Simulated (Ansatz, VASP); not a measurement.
# One calculation of Mo2H3, two programs

```
H Mo
1.0
     3.03158    0.00000    0.00000
    -1.51579    2.62542    0.00000
     0.00000    0.00000    5.20546
H Mo
3 2
Direct
  0.50000 0.00000 0.10859
  0.00000 0.50000 0.10859
  0.50000 0.50000 0.10859
  0.00000 0.00000 0.84809
  0.00000 0.00000 0.36933
```

Alike in both runs: task single point; functional PBE; k mesh 12 × 12 × 8; occupations gaussian, width 0.1 eV; no spin polarisation.

```csv
,VASP,Ansatz
version,VASP 6.6.1,Ansatz 0.2.0
potentials or method,"VASP PAW PBE potentials, release 64 (H, Mo_sv), cutoff 520 eV","scalar-relativistic, plane waves, PAW"
valence electrons in the cell,31,31
```

Ansatz gave:

- gap on the k mesh at the Fermi level (eV): none
- pressure (GPa): 0.0
- traceless stress, the component that is largest in VASP (GPa): -0.03
- rms of the force components (eV/Å): 0.000

Task: Estimate VASP's values.

Result: gap on the k mesh at the Fermi level (eV): none; pressure (GPa): 0.2; traceless stress, the component that is largest in VASP (GPa): 0.15; rms of the force components (eV/Å): 0.004.

Atom by atom the forces differ by 0.004 eV/Å (rms over components). A gap of «none» marks a metal or a gap that the smearing closes.
